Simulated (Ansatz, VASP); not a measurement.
Two plane-wave programs on TlBr

```
Tl Br
1.0
     3.98000    0.00000    0.00000
     0.00000    3.98000    0.00000
     0.00000    0.00000    3.98000
Tl Br
1 1
Direct
  0.00000 0.00000 0.00000
  0.50000 0.50000 0.50000
```

Alike in both runs: functional PBE; k mesh 7 × 7 × 7; occupations fermi-dirac, width 0.02 eV; no spin polarisation.

Ansatz relaxed the structure, and its values are those at the end. VASP's run is a single point on that final structure, the one shown.

|  | VASP | Ansatz |
| --- | --- | --- |
| version | VASP 6.6.1 | Ansatz 0.2.0 |
| potentials or method | VASP PAW PBE potentials, release 64 (Tl_d, Br) | plane-wave PAW, scalar-relativistic |
| plane-wave cutoff (eV) | 500 | 420 |
| valence electrons in the cell | 20 | 20 |

```tsv
	VASP	Ansatz	Ansatz less VASP
gap on the k mesh at the Fermi level (eV)	2.30	2.29	-0.005
pressure (GPa)	1.2	1.2	+0.03
```

Ansatz's warnings: stress scf threshold loose.

Neither program's run includes spin-orbit coupling.
